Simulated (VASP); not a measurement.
Wanted: the native input for a VASP 6.6.1 run.

| Property | Result |
| --- | --- |
| Task | single point |
| Functional | LDA |
| Potentials or basis | VASP PAW LDA potentials, release 64 (Ta_pv, N) |
| Cutoff | 520 eV |
| k mesh | 9 × 9 × 8 |
| Occupations | gaussian, width 0.15 eV |
| Spin | no spin polarisation |
| Dipole correction | no |
| Further INCAR settings | ALGO = Normal; EDIFF = 1e-06; NBANDS = 50 |

The structure of Ta2N lies in POSCAR:

```
Ta2N
1.0
    5.1609728685      0.0000000000      0.0000000000
   -2.5804864342      4.4695336123      0.0000000000
    0.0000000000      0.0000000000      5.0128529472
Ta N
6 3
Direct
    0.6788818548      0.6788818548      0.7526041962
    0.0000000000      0.3211181452      0.7526041962
    0.3211181452      0.0000000000      0.7526041962
    0.3211181452      0.3211181452      0.2473958038
    0.0000000000      0.6788818548      0.2473958038
    0.6788818548      0.0000000000      0.2473958038
    0.6666666667      0.3333333333      0.5000000000
    0.3333333333      0.6666666667      0.5000000000
    0.0000000000      0.0000000000      0.0000000000
```

This cell differs from its parent crystal: c/a of the conventional cell at fixed volume 0.9713.

One way to write it, as run:

INCAR

```
  PREC = Accurate
  ENCUT = 520
  EDIFF = 1E-6
  ISMEAR = 0
  SIGMA = 0.15
  LREAL = False
  LASPH = True
  NELM = 60
  ALGO = Normal
  ISIF = 2
  LWAVE = False
  LCHARG = False
  GGA = CA
  NBANDS = 50
```

KPOINTS

```
regular mesh
0
Gamma
  9 9 8
```

Potentials or basis: VASP PAW LDA potentials, release 64 (Ta_pv, N).

Run with:

```sh
$ cat potpaw_LDA.64/Ta_pv/POTCAR potpaw_LDA.64/N/POTCAR > POTCAR
$ mpirun -np 1 vasp_std > vasp.out
```

It gave:

```
Pressure      : 3.3 GPa
Largest force : 2.028 eV/Å
```

Caveat: forces of over 1 eV/Å act on the atoms, so gaps and moduli don't describe the material at rest.

It took 12 min on 1 thread of Oxide Virtual Turin-like Processor, on a shared host, peak memory 0.4 GiB.
